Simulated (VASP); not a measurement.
Set up this calculation in VASP 6.6.1, as the native input.

```
Task                   : single point
Functional             : r2SCAN
Potentials or basis    : VASP PAW PBE potentials, release 64 (Ni, B, Mn_pv)
Cutoff                 : 520 eV
k mesh                 : 10 × 10 × 10
Occupations            : gaussian, width 0.1 eV
Spin                   : no spin polarisation
Dipole correction      : no
Further INCAR settings : ALGO = Normal; EDIFF = 1e-06; NBANDS = 34
```

Crystal: Mn3NiB.

```
Ni B Mn
1.0
     3.89051    0.00000    0.00000
     0.00000    3.89051    0.00000
     0.00000    0.00000    3.89051
Ni B Mn
1 1 3
Direct
  0.00000 0.00000 0.00000
  0.50000 0.50000 0.50000
  0.50000 0.50000 0.00000
  0.50000 0.00000 0.50000
  0.00000 0.50000 0.50000
```

The input as run:

POSCAR

```
Mn3NiB
1.0
    3.8905089964      0.0000000000      0.0000000000
    0.0000000000      3.8905089964      0.0000000000
    0.0000000000      0.0000000000      3.8905089964
Ni B Mn
1 1 3
Direct
    0.0000000000      0.0000000000      0.0000000000
    0.5000000000      0.5000000000      0.5000000000
    0.5000000000      0.5000000000      0.0000000000
    0.5000000000      0.0000000000      0.5000000000
    0.0000000000      0.5000000000      0.5000000000
```

INCAR.step1

```
SYSTEM = Mn3NiB
  PREC = Accurate
  ENCUT = 520
  ISMEAR = 0
  SIGMA = 0.1
  LREAL = .FALSE.
  LASPH = .TRUE.
  NELM = 100
  NBANDS = 34
  GGA = PE
  ALGO = Normal
  EDIFF = 1E-4
  LWAVE = .TRUE.
  LCHARG = .FALSE.
```

INCAR.step2

```
SYSTEM = Mn3NiB
  PREC = Accurate
  ENCUT = 520
  EDIFF = 1E-6
  ISMEAR = 0
  SIGMA = 0.1
  LREAL = .FALSE.
  LASPH = .TRUE.
  NELM = 100
  ALGO = Normal
  ISIF = 2
  LWAVE = .FALSE.
  LCHARG = .FALSE.
  METAGGA = R2SCAN
  LMIXTAU = .TRUE.
  NBANDS = 34
  ISTART = 1
```

KPOINTS

```
Automatic mesh
0
G
  10 10 10
  0 0 0
```

Potentials or basis: VASP PAW PBE potentials, release 64 (Ni, B, Mn_pv).

Command:

```bash
$ cat potpaw_PBE.64/Ni/POTCAR potpaw_PBE.64/B/POTCAR potpaw_PBE.64/Mn_pv/POTCAR > POTCAR
$ cp INCAR.step1 INCAR
$ mpirun -np 1 vasp_std > vasp.out
$ cp INCAR.step2 INCAR
$ mpirun -np 1 vasp_std > vasp.out
```

It gave:

| Item | Value |
| --- | --- |
| Pressure | -22.5 GPa |
| Band gap on the k mesh | zero (band 26 reaches 7.59 eV, above the bottom of band 27 at 7.01 eV) |

Caveat: the PAW data sets were made with another functional, which shifts forces and pressure a little.

Run time: 6.6 min on 1 thread of Intel Xeon 6975P-C (shared host), peak memory 0.24 GiB.
